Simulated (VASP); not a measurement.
A run of VASP 6.6.1 is set up as follows.

The input INCAR:

```
  ALGO = Normal
  EDIFF = 1E-6
  ENCUT = 520
  GGA = PE
  ISIF = 2
  ISMEAR = 0
  LASPH = True
  LCHARG = False
  LREAL = False
  LWAVE = False
  NBANDS = 20
  NELM = 80
  PREC = Accurate
  SIGMA = 0.1
```

File KPOINTS:

```
k-points
0
Gamma
  8 8 8
```

File POSCAR:

```
NbC3
1.0
   -1.6305566079      1.6305566079      3.6422822931
    1.6305566079     -1.6305566079      3.6422822931
    1.6305566079      1.6305566079     -3.6422822931
Nb C
1 3
Direct
    0.0000000000      0.0000000000      0.0000000000
    0.5000000000      0.5000000000      0.0000000000
    0.2500000000      0.7500000000      0.5000000000
    0.7500000000      0.2500000000      0.5000000000
```

Potentials or basis: VASP PAW PBE potentials, release 64 (Nb_sv, C).

Command:

```sh
$ cat potpaw_PBE.64/Nb_sv/POTCAR potpaw_PBE.64/C/POTCAR > POTCAR
$ mpirun -np 1 vasp_std > vasp.out
```

**Question.** Predict the pressure.

**Answer.** -16.9 GPa.

**Question.** Estimate the band gap on the k mesh.

**Answer.** Zero (an odd number of electrons rules out a gap without spin polarisation).

Stress tensor (GPa, compression positive):
```
-26.57   0.00   0.00
  0.00 -26.57   0.00
  0.00   0.00   2.49
```

Caveat: the stress differs along the axes, from -27 to 2 GPa; an odd number of electrons without spin polarisation forces a metal; a magnetic or distorted state may lie lower.
